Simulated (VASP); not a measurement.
# As (Fd-3m) in VASP: a series of runs

Runs on As. Level: PBE. Tasks: single point.

Everything below comes from runs of VASP 6.6.1. Logs are shortened: lines on timing, memory, paths and dates and some standing lists are left out, and cuts for length are marked.

### Step 1. The cell of the first run

It takes space group Fd-3m (No. 227, cubic). Conventional cell: a = 6.275 Å, b = 6.275 Å, c = 6.275 Å, α = 90.00°, β = 90.00°, γ = 90.00°. As (site symmetry -43m) has 4 As at 2.72 Å within 3.6 Å.

### Step 2. Single point, PBE (volume scaled by 1.08)

INCAR reads:

```
  ALGO = Normal
  EDIFF = 1E-7
  ENCUT = 520
  GGA = PE
  ISIF = 2
  ISMEAR = -1
  LASPH = T
  LCHARG = T
  LELF = T
  LREAL = F
  LVHAR = T
  LWAVE = F
  NBANDS = 12
  NELM = 100
  PREC = Accurate
  SIGMA = 0.1
```

KPOINTS reads:

```
k-points
0
Gamma
  10 10 10
```

POSCAR reads:

```
As
1.0
    0.0000000000      3.1375245037      3.1375245037
    3.1375245037      0.0000000000      3.1375245037
    3.1375245037      3.1375245037      0.0000000000
As
2
Direct
    0.1250000000      0.1250000000      0.1250000000
    0.8750000000      0.8750000000      0.8750000000
```

Potentials or basis: VASP PAW PBE potentials, release 64 (As).

Launch:

```console
$ cat potpaw_PBE.64/As/POTCAR > POTCAR
$ mpirun -np 1 vasp_std > vasp.out
```

OUTCAR:

```text
EDIFF = 1E-7
   ENCUT = 520
   GGA = PE
   ISIF = 2
   ISMEAR = -1
   LASPH = T
   LREAL = F
   NELM = 100
   PREC = Accurate

 ion  position               nearest neighbor table
   1  0.125  0.125  0.125-   2 2.72   2 2.72   2 2.72   2 2.72
   2  0.875  0.875  0.875-   1 2.72   1 2.72   1 2.72   1 2.72

  LATTYP: Found a face centered cubic cell.
 ALAT       =     6.2750490074

  Lattice vectors:

 A1 = (   0.0000000000,   3.1375245037,   3.1375245037)
 A2 = (   3.1375245037,   0.0000000000,   3.1375245037)
 A3 = (   3.1375245037,   3.1375245037,   0.0000000000)

Analysis of symmetry for initial positions (statically):
=====================================================================
 Subroutine PRICEL returns:
 Original cell was already a primitive cell.

 Routine SETGRP: Setting up the symmetry group for a
 face centered cubic supercell.

 Subroutine GETGRP returns: Found 48 space group operations
 (whereof 12 operations were pure point group operations)
 out of a pool of 48 trial point group operations.

The static configuration has the point symmetry D_3d.
 The point group associated with its full space group is O_h .

Analysis of symmetry for dynamics (positions and initial velocities):
=====================================================================
 Subroutine PRICEL returns:
 Original cell was already a primitive cell.

 Routine SETGRP: Setting up the symmetry group for a
 face centered cubic supercell.

 Subroutine GETGRP returns: Found 48 space group operations
 (whereof 12 operations were pure point group operations)
 out of a pool of 48 trial point group operations.

The dynamic configuration has the point symmetry D_3d.
 The point group associated with its full space group is O_h .

 Subroutine INISYM returns: Found 48 space group operations
 (whereof 12 operations are pure point group operations),
 and found     1 'primitive' translations

----------------------------------------------------------------------------------------

                                     Primitive cell

  volume of cell :      61.7720

  direct lattice vectors                    reciprocal lattice vectors
     0.000000000  3.137524504  3.137524504    -0.159361305  0.159361305  0.159361305
     3.137524504  0.000000000  3.137524504     0.159361305 -0.159361305  0.159361305
     3.137524504  3.137524504  0.000000000     0.159361305  0.159361305 -0.159361305

  length of vectors
     4.437129705  4.437129705  4.437129705     0.276021877  0.276021877  0.276021877

  position of ions in fractional coordinates (direct lattice)
     0.125000000  0.125000000  0.125000000
     0.875000000  0.875000000  0.875000000

  ion indices of the primitive-cell ions
   primitive index   ion index
                 1           1
                 2           2

----------------------------------------------------------------------------------------

 KPOINTS: k-points

Automatic generation of k-mesh.
 Grid dimensions read from file:
 generate k-points for:   10   10   10

 Generating k-lattice:

  Cartesian coordinates                     Fractional coordinates (reciprocal lattice)
    -0.015936131  0.015936131  0.015936131     0.100000000  0.000000000  0.000000000
     0.015936131 -0.015936131  0.015936131     0.000000000  0.100000000  0.000000000
     0.015936131  0.015936131 -0.015936131     0.000000000  0.000000000  0.100000000

  Length of vectors
     0.027602188  0.027602188  0.027602188

  Shift w.r.t. Gamma in fractional coordinates (k-lattice)
     0.000000000  0.000000000  0.000000000

 Subroutine IBZKPT returns following result:
 ===========================================

 Found     47 irreducible k-points:

 Following reciprocal coordinates:
            Coordinates               Weight
  0.000000  0.000000  0.000000      1.000000
  0.100000  0.000000  0.000000      8.000000
  0.200000  0.000000  0.000000      8.000000
  0.300000  0.000000  0.000000      8.000000
  0.400000  0.000000  0.000000      8.000000
  0.500000  0.000000  0.000000      4.000000
[... 16 lines left out ...]
  0.300000  0.300000  0.000000      6.000000
  0.400000  0.300000  0.000000     24.000000
 [... further k-points ...]
   k-points           NKPTS =     47   k-points in BZ     NKDIM =     47   number of bands    NBANDS=     12
   number of dos      NEDOS =    301   number of ions     NIONS =      2
   total plane-waves  NPLWV =  46656
   dimension x,y,z NGX =    36 NGY =   36 NGZ =   36
   dimension x,y,z NGXF=    72 NGYF=   72 NGZF=   72
   ions per type =               2
   NGX,Y,Z   is equivalent  to a cutoff of  13.49, 13.49, 13.49 a.u.
   NGXF,Y,Z  is equivalent  to a cutoff of  26.98, 26.98, 26.98 a.u.
 SYSTEM =  unknown system
   PREC   = accura    normal or accurate (medium, high low for compatibility)
   ISTART =      0    job   : 0-new  1-cont  2-samecut
   ICHARG =      2    charge: 1-file 2-atom 10-const
   ISPIN  =      1    spin polarized calculation?
   LNONCOLLINEAR =      F non collinear calculations
   LSORBIT =      F    spin-orbit coupling
   LASPH  =      T    aspherical Exc in radial PAW
   ENCUT  =  520.0 eV  38.22 Ry    6.18 a.u.   8.25  8.25  8.25*2*pi/ulx,y,z
   NELM   =    100;   NELMIN=  2; NELMDL= -5     # of ELM steps
   EDIFF  = 0.1E-06   stopping-criterion for ELM
   LREAL  =      F    real-space projection
   EDIFFG = 0.1E-05   stopping-criterion for IOM
   NSW    =      0    number of steps for IOM
   IBRION =     -1    ionic relax: 0-MD 1-quasi-New 2-CG
   NFREE  =      0    steps in history (QN), initial steepest desc. (CG)
   ISIF   =      2    stress and relaxation
   ISYM   =      2    0-nonsym 1-usesym 2-fastsym
   POTIM  = 0.5000    time-step for ionic-motion
   TEBEG  =    0.0;   TEEND  =   0.0 temperature during run
   PSTRESS=    0.0 pullay stress
   NELECT =      10.0000    total number of electrons
   NUPDOWN=      -1.0000    fix difference up-down
   EMIN   =  10.00;   EMAX   =-10.00  energy-range for DOS
   EFERMI =   0.00;   METHOD = LEGACY
   ISMEAR =    -1;   SIGMA  =   0.10  broadening in eV -4-tet -1-fermi 0-gaus
   EFERMI_NEDOS =   21; number of points for ismear=-14 and -15
   IALGO  =     38    algorithm
   IMIX   =      4    mixing-type and parameters
     AMIX     =   0.40;   BMIX     =  1.00
     AMIX_MAG =   1.60;   BMIX_MAG =  1.00
  volume/ion in A,a.u.               =      30.89       208.43
  Fermi-wavevector in a.u.,A,eV,Ry     =   0.892232  1.686074 10.831294  0.796078
  Thomas-Fermi vector in A             =   2.014154
   LORBIT       =      0    0 simple, 1 ext, 2 COOP (PROOUT), +10 PAW based schemes
   GGA     = PE    functional components
   LHFCALC =     F    Hartree Fock is set to
   AEXX    =    0.0000 exact exchange contribution
   IVDW    =     0    specifies the selected vdW correction
   LEPSILON=     F    determine dielectric tensor
   LRPA    =     F    only Hartree local field effects (RPA)
 non-spin polarized calculation
  energy-cutoff  :      520.00
  volume of cell :       61.77
 maximum number of plane-waves:      1687
 NGX is ok and might be reduce to    36
   NGX = 17   NGY = 17   NGZ = 17

 number of electron      10.0000000 magnetization

 number of electron       9.9999999 magnetization

 Free energy of the ion-electron system (eV)
  ---------------------------------------------------
  ext. energy  EPLUGINS =         0.00000000
  ---------------------------------------------------
  free energy    TOTEN  =        -8.68307087 eV

  energy without entropy =       -8.64586633  energy(sigma->0) =       -8.66446860

 E-fermi :   2.2550     XC(G=0):  -8.2497

 val. band max:        2.2537957294   @ k =   0.2000   0.2000   0.0000
 cond. band min:       2.3495398646   @ k =   0.3000   0.2000   0.0000
 fundamental gap:      0.0957441352
 Fermi energy:         2.2550488630

 k-point     1 :       0.0000    0.0000    0.0000
  band No.  band energies     occupation
      1     -10.8394      2.00000
      2      -4.1405      2.00000
      3       0.3740      2.00000
      4       0.3740      2.00000
      5       0.3740      2.00000
      6       2.9833      0.00137
      7       2.9833      0.00137
      8       2.9833      0.00137
      9       7.0885      0.00000
     10      10.1544      0.00000
     11      10.1544      0.00000
     12      11.8744      0.00000

 k-point     2 :       0.1000    0.0000    0.0000
  band No.  band energies     occupation
      1     -10.7610      2.00000
      2      -4.4332      2.00000
      3       0.2573      2.00000
      4       0.2573      2.00000
      5       0.3628      2.00000
      6       3.1548      0.00025
      7       3.1548      0.00025
      8       3.1568      0.00024
      9       7.4894      0.00000
     10       9.8011      0.00000
     11       9.8011      0.00000
     12      11.5167      0.00000

 k-point     3 :       0.2000    0.0000    0.0000
  band No.  band energies     occupation
      1     -10.5340      2.00000
      2      -5.1403      2.00000
      3       0.0049      2.00000
      4       0.0049      2.00000
      5       0.2181      2.00000
      6       3.5323      0.00001
      7       3.5323      0.00001
      8       3.7958      0.00000
      9       8.3495      0.00000
     10       9.4563      0.00000
     11       9.4563      0.00000
     12      11.1176      0.00000
[... 286 lines left out ...]
 k-point    23 :       0.3000    0.3000    0.0000
  band No.  band energies     occupation
      1      -9.9155      2.00000
      2      -6.4146      2.00000
      3      -0.9880      2.00000
      4      -0.9880      2.00000
      5       1.8763      1.95568
      6       1.8957      1.94648
      7       5.4551      0.00000
      8       5.4551      0.00000
      9       7.6891      0.00000
     10      10.2906      0.00000
     11      11.4275      0.00000
     12      14.0676      0.00000

 k-point    24 :       0.4000    0.3000    0.0000
  band No.  band energies     occupation
      1      -9.5633      2.00000
      2      -6.9786      2.00000
      3      -1.3266      2.00000
      4      -1.1363      2.00000
      5       1.8420      1.96837
      6       2.1972      1.28134
      7       5.7614      0.00000
      8       5.8446      0.00000
      9       8.1858      0.00000
     10      10.3976      0.00000
     11      11.8223      0.00000
     12      13.3221      0.00000

 [... further k-points ...]
[... 5 lines left out ...]
  --------------------------------------------------------------------------------------
  -------------------------------------------------------------------------------------
  Total       -1.2017876     -1.2017876     -1.2017876      0.0000000      0.0000000      0.0000000
  in kB      -31.1707261    -31.1707261    -31.1707261      0.0000000      0.0000000      0.0000000
  external PRESSURE =     -31.1707261 kB  Pullay stress =       0.0000000 kB

 VOLUME and BASIS-vectors are now :
 -----------------------------------------------------------------------------
  energy-cutoff  :      520.00
  volume of cell :       61.77
      direct lattice vectors                 reciprocal lattice vectors
     0.000000000  3.137524504  3.137524504    -0.159361305  0.159361305  0.159361305
     3.137524504  0.000000000  3.137524504     0.159361305 -0.159361305  0.159361305
     3.137524504  3.137524504  0.000000000     0.159361305  0.159361305 -0.159361305

 POSITION                                       TOTAL-FORCE (eV/Angst)
 -----------------------------------------------------------------------------------
      0.78438      0.78438      0.78438         0.000000      0.000000      0.000000
      5.49067      5.49067      5.49067        -0.000000     -0.000000      0.000000
 -----------------------------------------------------------------------------------
    total drift:                               -0.000000      0.000000      0.000000

  FREE ENERGIE OF THE ION-ELECTRON SYSTEM (eV)
  ---------------------------------------------------
  free  energy   TOTEN  =        -8.6830708663 eV

  energy  without entropy=       -8.6458663325  energy(sigma->0) =       -8.66446860
```

Wall time 84 s (1 thread of AMD EPYC 7R13, shared host); peak memory 0.18 GiB.

What came out:

```yaml
Free_energy: -8.6831 eV
Pressure: -3.1 GPa
Band_gap_on_the_k_mesh: zero (band 5 reaches 2.95 eV, above the bottom of band 6 at 1.77 eV)
```

### Step 3. Single point, PBE (volume scaled by 1.12)

INCAR reads:

```
SYSTEM = As
ALGO = Normal
EDIFF = 1E-6
ENCUT = 520
GGA = PE
ISIF = 2
ISMEAR = -1
LASPH = .TRUE.
LCHARG = .FALSE.
LREAL = .FALSE.
LWAVE = .FALSE.
NBANDS = 12
NELM = 80
PREC = Accurate
SIGMA = 0.1
```

KPOINTS reads:

```
k-points
0
G
  10 10 10
  0 0 0
```

POSCAR reads:

```
As
1.0
    0.0000000000      3.1757907690      3.1757907690
    3.1757907690      0.0000000000      3.1757907690
    3.1757907690      3.1757907690      0.0000000000
As
2
Direct
    0.1250000000      0.1250000000      0.1250000000
    0.8750000000      0.8750000000      0.8750000000
```

Potentials or basis: VASP PAW PBE potentials, release 64 (As).

Launch:

```console
$ cat potpaw_PBE.64/As/POTCAR > POTCAR
$ mpirun -np 1 vasp_std > vasp.out
```

OUTCAR:

```text
SYSTEM = As
   EDIFF = 1E-6
   ENCUT = 520
   GGA = PE
   ISIF = 2
   ISMEAR = -1
   LASPH = .TRUE.
   LREAL = .FALSE.
   NELM = 80
   PREC = Accurate

 ion  position               nearest neighbor table
   1  0.125  0.125  0.125-   2 2.75   2 2.75   2 2.75   2 2.75
   2  0.875  0.875  0.875-   1 2.75   1 2.75   1 2.75   1 2.75

  LATTYP: Found a face centered cubic cell.
 ALAT       =     6.3515815380

  Lattice vectors:

 A1 = (   0.0000000000,   3.1757907690,   3.1757907690)
 A2 = (   3.1757907690,   0.0000000000,   3.1757907690)
 A3 = (   3.1757907690,   3.1757907690,   0.0000000000)

Analysis of symmetry for initial positions (statically):
=====================================================================
 Subroutine PRICEL returns:
 Original cell was already a primitive cell.

 Routine SETGRP: Setting up the symmetry group for a
 face centered cubic supercell.

 Subroutine GETGRP returns: Found 48 space group operations
 (whereof 12 operations were pure point group operations)
 out of a pool of 48 trial point group operations.

The static configuration has the point symmetry D_3d.
 The point group associated with its full space group is O_h .

Analysis of symmetry for dynamics (positions and initial velocities):
[... 168 lines left out ...]
  band No.  band energies     occupation
      1     -10.8950      2.00000
      2      -4.5907      2.00000
      3       0.1690      2.00000
      4       0.1690      2.00000
      5       0.1690      2.00000
      6       2.7223      0.00119
      7       2.7223      0.00119
      8       2.7223      0.00119
      9       6.7874      0.00000
     10       9.8623      0.00000
     11       9.8623      0.00000
     12      11.5506      0.00000
[... 331 lines left out ...]
 k-point    24 :       0.4000    0.3000    0.0000
  band No.  band energies     occupation
      1      -9.6762      2.00000
      2      -7.2180      2.00000
      3      -1.4566      2.00000
      4      -1.2763      2.00000
      5       1.5771      1.96490
      6       1.9256      1.26338
      7       5.3896      0.00000
      8       5.4482      0.00000
      9       7.8593      0.00000
     10       9.9843      0.00000
     11      11.4790      0.00000
     12      12.9242      0.00000

 [... further k-points ...]
[... 5 lines left out ...]
  --------------------------------------------------------------------------------------
  -------------------------------------------------------------------------------------
  Total       -1.7054654     -1.7054654     -1.7054654      0.0000000      0.0000000      0.0000000
  in kB      -42.6547947    -42.6547947    -42.6547947      0.0000000      0.0000000      0.0000000
  external PRESSURE =     -42.6547947 kB  Pullay stress =       0.0000000 kB

 VOLUME and BASIS-vectors are now :
 -----------------------------------------------------------------------------
  energy-cutoff  :      520.00
  volume of cell :       64.06
      direct lattice vectors                 reciprocal lattice vectors
     0.000000000  3.175790769  3.175790769    -0.157441103  0.157441103  0.157441103
     3.175790769  0.000000000  3.175790769     0.157441103 -0.157441103  0.157441103
     3.175790769  3.175790769  0.000000000     0.157441103  0.157441103 -0.157441103

 POSITION                                       TOTAL-FORCE (eV/Angst)
 -----------------------------------------------------------------------------------
      0.79395      0.79395      0.79395         0.000000      0.000000      0.000000
      5.55763      5.55763      5.55763        -0.000000     -0.000000     -0.000000
 -----------------------------------------------------------------------------------
    total drift:                               -0.000000      0.000000      0.000000

  FREE ENERGIE OF THE ION-ELECTRON SYSTEM (eV)
  ---------------------------------------------------
  free  energy   TOTEN  =        -8.6301339151 eV

  energy  without entropy=       -8.5933729198  energy(sigma->0) =       -8.61175342
```

It took 65 s on 1 thread of AMD EPYC 7R13, shared host; peak memory 0.18 GiB.

What came out:

| Item | Value |
| --- | --- |
| Free energy | -8.6301 eV |
| Pressure | -4.3 GPa |
| Band gap on the k mesh | zero (band 5 reaches 2.62 eV, above the bottom of band 6 at 1.53 eV) |
